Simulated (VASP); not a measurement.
# Se (Pm-3m) in VASP: further runs

Se is run at these levels: PBEsol, RPBE; tasks: single point.

Everything below comes from runs of VASP 6.6.1. Logs are shortened: lines on timing, memory, paths and dates and some standing lists are left out, and cuts for length are marked.

## Step 1: The cell of the first run

Symmetry: Pm-3m, No. 221, cubic system. Conventional cell: a = 2.791 Å, b = 2.791 Å, c = 2.791 Å, α = 90.00°, β = 90.00°, γ = 90.00°. Se (site symmetry m-3m) has 6 Se at 2.79 Å within 3.7 Å.

## Step 2: Single point, PBEsol

INCAR

```
SYSTEM = Se
PREC = Accurate
ENCUT = 520
EDIFF = 1E-6
ISMEAR = -1
SIGMA = 0.05
LREAL = .FALSE.
LASPH = .TRUE.
NELM = 60
ALGO = Normal
ISIF = 2
LWAVE = .FALSE.
LCHARG = .FALSE.
GGA = PS
NBANDS = 9
```

KPOINTS

```
Automatic mesh
0
G
  9 9 9
  0 0 0
```

POSCAR

```
Se
1.0
    2.7910775436      0.0000000000      0.0000000000
    0.0000000000      2.7910775436      0.0000000000
    0.0000000000      0.0000000000      2.7910775436
Se
1
Direct
    0.0000000000      0.0000000000      0.0000000000
```

Potentials or basis: VASP PAW PBE potentials, release 64 (Se).

Launch:

```
$ cat potpaw_PBE.64/Se/POTCAR > POTCAR
$ mpirun -np 1 vasp_std > vasp.out
```

OUTCAR:

```text
SYSTEM = Se
   PREC = Accurate
   ENCUT = 520
   EDIFF = 1E-6
   ISMEAR = -1
   LREAL = .FALSE.
   LASPH = .TRUE.
   NELM = 60
   ISIF = 2
   GGA = PS

 ion  position               nearest neighbor table
   1  0.000  0.000  0.000-

  LATTYP: Found a simple cubic cell.
 ALAT       =     2.7910775436

  Lattice vectors:

 A1 = (   2.7910775436,   0.0000000000,   0.0000000000)
 A2 = (   0.0000000000,   2.7910775436,   0.0000000000)
 A3 = (   0.0000000000,   0.0000000000,   2.7910775436)

Analysis of symmetry for initial positions (statically):
=====================================================================
 Subroutine PRICEL returns:
 Original cell was already a primitive cell.

 Routine SETGRP: Setting up the symmetry group for a
 simple cubic supercell.

 Subroutine GETGRP returns: Found 48 space group operations
 (whereof 48 operations were pure point group operations)
 out of a pool of 48 trial point group operations.

The static configuration has the point symmetry O_h .

Analysis of symmetry for dynamics (positions and initial velocities):
=====================================================================
 Subroutine PRICEL returns:
 Original cell was already a primitive cell.

 Routine SETGRP: Setting up the symmetry group for a
 simple cubic supercell.

 Subroutine GETGRP returns: Found 48 space group operations
 (whereof 48 operations were pure point group operations)
 out of a pool of 48 trial point group operations.

The dynamic configuration has the point symmetry O_h .

 Subroutine INISYM returns: Found 48 space group operations
 (whereof 48 operations are pure point group operations),
 and found     1 'primitive' translations

----------------------------------------------------------------------------------------

                                     Primitive cell

  volume of cell :      21.7428

  direct lattice vectors                    reciprocal lattice vectors
     2.791077544  0.000000000  0.000000000     0.358284564  0.000000000  0.000000000
     0.000000000  2.791077544  0.000000000     0.000000000  0.358284564  0.000000000
     0.000000000  0.000000000  2.791077544     0.000000000  0.000000000  0.358284564

  length of vectors
     2.791077544  2.791077544  2.791077544     0.358284564  0.358284564  0.358284564

  position of ions in fractional coordinates (direct lattice)
     0.000000000  0.000000000  0.000000000

  ion indices of the primitive-cell ions
   primitive index   ion index
                 1           1

----------------------------------------------------------------------------------------

 KPOINTS: Automatic mesh

Automatic generation of k-mesh.
 Grid dimensions read from file:
 generate k-points for:    9    9    9

 Generating k-lattice:

  Cartesian coordinates                     Fractional coordinates (reciprocal lattice)
     0.039809396  0.000000000  0.000000000     0.111111111  0.000000000  0.000000000
     0.000000000  0.039809396  0.000000000     0.000000000  0.111111111  0.000000000
     0.000000000  0.000000000  0.039809396     0.000000000  0.000000000  0.111111111

  Length of vectors
     0.039809396  0.039809396  0.039809396

  Shift w.r.t. Gamma in fractional coordinates (k-lattice)
     0.000000000  0.000000000  0.000000000

 Subroutine IBZKPT returns following result:
 ===========================================

 Found     35 irreducible k-points:

 Following reciprocal coordinates:
            Coordinates               Weight
  0.000000  0.000000  0.000000      1.000000
  0.111111  0.000000  0.000000      6.000000
  0.222222  0.000000  0.000000      6.000000
  0.333333  0.000000  0.000000      6.000000
  0.444444  0.000000  0.000000      6.000000
  0.111111  0.111111  0.000000     12.000000
[... 16 lines left out ...]
  0.333333  0.333333  0.111111     24.000000
  0.444444  0.333333  0.111111     48.000000
 [... further k-points ...]
   k-points           NKPTS =     35   k-points in BZ     NKDIM =     35   number of bands    NBANDS=      9
   number of dos      NEDOS =    301   number of ions     NIONS =      1
   total plane-waves  NPLWV =  13824
   dimension x,y,z NGX =    24 NGY =   24 NGZ =   24
   dimension x,y,z NGXF=    48 NGYF=   48 NGZF=   48
   ions per type =               1
   NGX,Y,Z   is equivalent  to a cutoff of  14.30, 14.30, 14.30 a.u.
   NGXF,Y,Z  is equivalent  to a cutoff of  28.59, 28.59, 28.59 a.u.
 SYSTEM =  Se
   PREC   = accura    normal or accurate (medium, high low for compatibility)
   ISTART =      0    job   : 0-new  1-cont  2-samecut
   ICHARG =      2    charge: 1-file 2-atom 10-const
   ISPIN  =      1    spin polarized calculation?
   LNONCOLLINEAR =      F non collinear calculations
   LSORBIT =      F    spin-orbit coupling
   LASPH  =      T    aspherical Exc in radial PAW
   ENCUT  =  520.0 eV  38.22 Ry    6.18 a.u.   5.19  5.19  5.19*2*pi/ulx,y,z
   NELM   =     60;   NELMIN=  2; NELMDL= -5     # of ELM steps
   EDIFF  = 0.1E-05   stopping-criterion for ELM
   LREAL  =      F    real-space projection
   EDIFFG = 0.1E-04   stopping-criterion for IOM
   NSW    =      0    number of steps for IOM
   IBRION =     -1    ionic relax: 0-MD 1-quasi-New 2-CG
   NFREE  =      0    steps in history (QN), initial steepest desc. (CG)
   ISIF   =      2    stress and relaxation
   ISYM   =      2    0-nonsym 1-usesym 2-fastsym
   POTIM  = 0.5000    time-step for ionic-motion
   TEBEG  =    0.0;   TEEND  =   0.0 temperature during run
   PSTRESS=    0.0 pullay stress
   NELECT =       6.0000    total number of electrons
   NUPDOWN=      -1.0000    fix difference up-down
   EMIN   =  10.00;   EMAX   =-10.00  energy-range for DOS
   EFERMI =   0.00;   METHOD = LEGACY
   ISMEAR =    -1;   SIGMA  =   0.05  broadening in eV -4-tet -1-fermi 0-gaus
   EFERMI_NEDOS =   21; number of points for ismear=-14 and -15
   IALGO  =     38    algorithm
   IMIX   =      4    mixing-type and parameters
     AMIX     =   0.40;   BMIX     =  1.00
     AMIX_MAG =   1.60;   BMIX_MAG =  1.00
  volume/ion in A,a.u.               =      21.74       146.73
  Fermi-wavevector in a.u.,A,eV,Ry     =   1.065827  2.014121 15.456041  1.135987
  Thomas-Fermi vector in A             =   2.201391
   LORBIT       =      0    0 simple, 1 ext, 2 COOP (PROOUT), +10 PAW based schemes
   GGA     = PS    functional components
   LHFCALC =     F    Hartree Fock is set to
   AEXX    =    0.0000 exact exchange contribution
   IVDW    =     0    specifies the selected vdW correction
   LEPSILON=     F    determine dielectric tensor
   LRPA    =     F    only Hartree local field effects (RPA)
 non-spin polarized calculation
  energy-cutoff  :      520.00
  volume of cell :       21.74
 maximum number of plane-waves:       600
 NGX is ok and might be reduce to    24
   NGX = 11   NGY = 11   NGZ = 11

 number of electron       6.0000000 magnetization

 Free energy of the ion-electron system (eV)
  ---------------------------------------------------
  ext. energy  EPLUGINS =         0.00000000
  ---------------------------------------------------
  free energy    TOTEN  =        -3.75786372 eV

  energy without entropy =       -3.75099253  energy(sigma->0) =       -3.75442813

 E-fermi :   5.0502     XC(G=0): -10.2508

 val. band max:        5.0352425559   @ k =   0.1111   0.1111   0.1111
 cond. band min:       5.1384324298   @ k =   0.1111   0.1111   0.1111
 fundamental gap:      0.1031898739
 Fermi energy:         5.0501877031

 k-point     1 :       0.0000    0.0000    0.0000
  band No.  band energies     occupation
      1     -11.3446      2.00000
      2       6.5067      0.00000
      3       6.5067      0.00000
      4       6.5067      0.00000
      5      12.7203      0.00000
      6      12.7203      0.00000
      7      12.9193      0.00000
      8      27.6552      0.00000
      9      27.6552      0.00000

 k-point     2 :       0.1111    0.0000    0.0000
  band No.  band energies     occupation
      1     -11.1610      2.00000
      2       4.7493      1.99514
      3       6.6519      0.00000
      4       6.6519      0.00000
      5      12.9036      0.00000
      6      13.0703      0.00000
      7      14.9112      0.00000
      8      25.1293      0.00000
      9      25.1293      0.00000

 k-point     3 :       0.2222    0.0000    0.0000
  band No.  band energies     occupation
      1     -10.6373      2.00000
      2       1.9264      2.00000
      3       7.0503      0.00000
      4       7.0503      0.00000
      5      13.4296      0.00000
      6      13.7189      0.00000
      7      18.5426      0.00000
      8      22.2773      0.00000
      9      22.2773      0.00000

 k-point     4 :       0.3333    0.0000    0.0000
  band No.  band energies     occupation
      1      -9.8867      2.00000
      2      -0.5284      2.00000
      3       7.5727      0.00000
      4       7.5727      0.00000
      5      14.1937      0.00000
      6      14.7857      0.00000
      7      19.7958      0.00000
      8      20.0615      0.00000
      9      20.0615      0.00000
[... 205 lines left out ...]
 k-point    22 :       0.4444    0.2222    0.1111
  band No.  band energies     occupation
      1      -8.3476      2.00000
      2      -1.2100      2.00000
      3       3.9440      2.00000
      4       7.0140      0.00000
      5      12.1264      0.00000
      6      16.2067      0.00000
      7      18.2424      0.00000
      8      20.7661      0.00000
      9      23.1996      0.00000

 k-point    23 :       0.3333    0.3333    0.1111
  band No.  band energies     occupation
      1      -8.2516      2.00000
      2       0.9495      2.00000
      3       1.0480      2.00000
      4       7.1095      0.00000
      5      11.1384      0.00000
      6      17.2110      0.00000
      7      18.7547      0.00000
      8      19.4224      0.00000
      9      25.2107      0.00000

 k-point    24 :       0.4444    0.3333    0.1111
  band No.  band energies     occupation
      1      -7.5996      2.00000
      2      -0.5160      2.00000
      3       1.5671      2.00000
      4       7.5550      0.00000
      5       9.7098      0.00000
      6      16.9766      0.00000
      7      18.5282      0.00000
      8      20.0412      0.00000
      9      24.8687      0.00000

 [... further k-points ...]
[... 5 lines left out ...]
  --------------------------------------------------------------------------------------
  -------------------------------------------------------------------------------------
  Total        0.0088497      0.0088497      0.0088497      0.0000000     -0.0000000      0.0000000
  in kB        0.6521122      0.6521122      0.6521122      0.0000000     -0.0000000      0.0000000
  external PRESSURE =       0.6521122 kB  Pullay stress =       0.0000000 kB

 VOLUME and BASIS-vectors are now :
 -----------------------------------------------------------------------------
  energy-cutoff  :      520.00
  volume of cell :       21.74
      direct lattice vectors                 reciprocal lattice vectors
     2.791077544  0.000000000  0.000000000     0.358284564  0.000000000  0.000000000
     0.000000000  2.791077544  0.000000000     0.000000000  0.358284564  0.000000000
     0.000000000  0.000000000  2.791077544     0.000000000  0.000000000  0.358284564

 POSITION                                       TOTAL-FORCE (eV/Angst)
 -----------------------------------------------------------------------------------
      0.00000      0.00000      0.00000         0.000000      0.000000      0.000000
 -----------------------------------------------------------------------------------
    total drift:                               -0.000000      0.000000      0.000000

  FREE ENERGIE OF THE ION-ELECTRON SYSTEM (eV)
  ---------------------------------------------------
  free  energy   TOTEN  =        -3.7578637200 eV

  energy  without entropy=       -3.7509925334  energy(sigma->0) =       -3.75442813
```

It took 3.5 s on 1 thread of Intel Xeon Platinum 8488C (Sapphire Rapids), shared host; peak memory 0.13 GiB.

What came out:

```yaml
Free_energy: -3.7579 eV
Pressure: 0.1 GPa
Band_gap_on_the_k_mesh: zero (band 3 reaches 7.97 eV, above the bottom of band 4 at 1.71 eV)
```

Caveat: the PAW data sets were made with another functional, which shifts forces and pressure a little.

## Step 3: Single point, RPBE

This run uses another cell than the first one, of 23.43 Å³/atom, 1.078 times its volume.

INCAR

```
  PREC = Accurate
  ENCUT = 520
  EDIFF = 1E-7
  ISMEAR = -1
  SIGMA = 0.05
  LREAL = F
  LASPH = T
  NELM = 60
  ALGO = Normal
  ISIF = 2
  LWAVE = F
  LCHARG = F
  GGA = RP
  NBANDS = 9
```

KPOINTS

```
Automatic mesh
0
Gamma
  9 9 9
```

POSCAR

```
Se
1.0
    2.8616260086      0.0000000000      0.0000000000
    0.0000000000      2.8616260086      0.0000000000
    0.0000000000      0.0000000000      2.8616260086
Se
1
Direct
    0.0000000000      0.0000000000      0.0000000000
```

Potentials or basis: VASP PAW PBE potentials, release 64 (Se).

Launch:

```
$ cat potpaw_PBE.64/Se/POTCAR > POTCAR
$ mpirun -np 1 vasp_std > vasp.out
```

Wall time 3.8 s (1 thread of Intel Xeon Platinum 8488C (Sapphire Rapids), shared host); peak memory 0.13 GiB.

Results (log left out):

```yaml
Free_energy: -2.9472 eV
Pressure: 0.0 GPa
Band_gap_on_the_k_mesh: zero (band 3 reaches 6.98 eV, above the bottom of band 4 at 1.27 eV)
```

Levels at points of the mesh, in eV from the Fermi level:
| k point | band 1 | band 2 | band 3 | band 4 | band 5 | band 6 |
| --- | --- | --- | --- | --- | --- | --- |
| (0.00, 0.00, 0.00) | -15.71 | 1.34 | 1.34 | 1.34 | 7.81 | 7.81 |

Caveat: the PAW data sets were made with another functional, which shifts forces and pressure a little.
